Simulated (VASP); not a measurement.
Set up this calculation in VASP 6.6.1, as the native input.

```
Task                   : single point
Functional             : r2SCAN
Potentials or basis    : VASP PAW PBE potentials, release 64 (Bi_d, Te)
Cutoff                 : 520 eV
k mesh                 : 8 × 8 × 8
Occupations            : gaussian, width 0.05 eV
Spin                   : no spin polarisation
Dipole correction      : no
Further INCAR settings : ALGO = Normal; EDIFF = 1e-06; NBANDS = 18
```

BiTe:

```
Bi Te
1.0
     0.00000    3.61720    3.61720
     3.61720    0.00000    3.61720
     3.61720    3.61720    0.00000
Bi Te
1 1
Direct
  0.00000 0.00000 0.00000
  0.25000 0.25000 0.25000
```

One way to write it, as run:

POSCAR

```
BiTe
1.0
    0.0000000000      3.6172044172      3.6172044172
    3.6172044172      0.0000000000      3.6172044172
    3.6172044172      3.6172044172      0.0000000000
Bi Te
1 1
Direct
    0.0000000000      0.0000000000      0.0000000000
    0.2500000000      0.2500000000      0.2500000000
```

INCAR.step1

```
SYSTEM = BiTe
  PREC = Accurate
  ENCUT = 520
  ISMEAR = 0
  SIGMA = 0.05
  LREAL = .FALSE.
  LASPH = .TRUE.
  NELM = 100
  NBANDS = 18
  GGA = PE
  ALGO = Normal
  EDIFF = 1E-4
  LWAVE = .TRUE.
  LCHARG = .FALSE.
```

INCAR.step2

```
SYSTEM = BiTe
  PREC = Accurate
  ENCUT = 520
  EDIFF = 1E-6
  ISMEAR = 0
  SIGMA = 0.05
  LREAL = .FALSE.
  LASPH = .TRUE.
  NELM = 100
  ALGO = Normal
  ISIF = 2
  LWAVE = .FALSE.
  LCHARG = .FALSE.
  METAGGA = R2SCAN
  LMIXTAU = .TRUE.
  NBANDS = 18
  ISTART = 1
```

KPOINTS

```
regular mesh
0
G
  8 8 8
  0 0 0
```

Potentials or basis: VASP PAW PBE potentials, release 64 (Bi_d, Te).

The run is started by

```bash
$ cat potpaw_PBE.64/Bi_d/POTCAR potpaw_PBE.64/Te/POTCAR > POTCAR
$ cp INCAR.step1 INCAR
$ mpirun -np 1 vasp_std > vasp.out
$ cp INCAR.step2 INCAR
$ mpirun -np 1 vasp_std > vasp.out
```

Results of the run:

```
Pressure               : -0.5 GPa
Band gap on the k mesh : zero (an odd number of electrons rules out a gap without spin polarisation)
```

Caveat: the PAW data sets were made with another functional, which shifts forces and pressure a little; spin-orbit coupling is left out, which moves the levels of the heavy elements; an odd number of electrons without spin polarisation forces a metal; a magnetic or distorted state may lie lower.

Run time: 2.2 min on 1 thread of Intel(R) Xeon(R) Platinum 8488C (Sapphire Rapids) (shared host), peak memory 0.27 GiB.
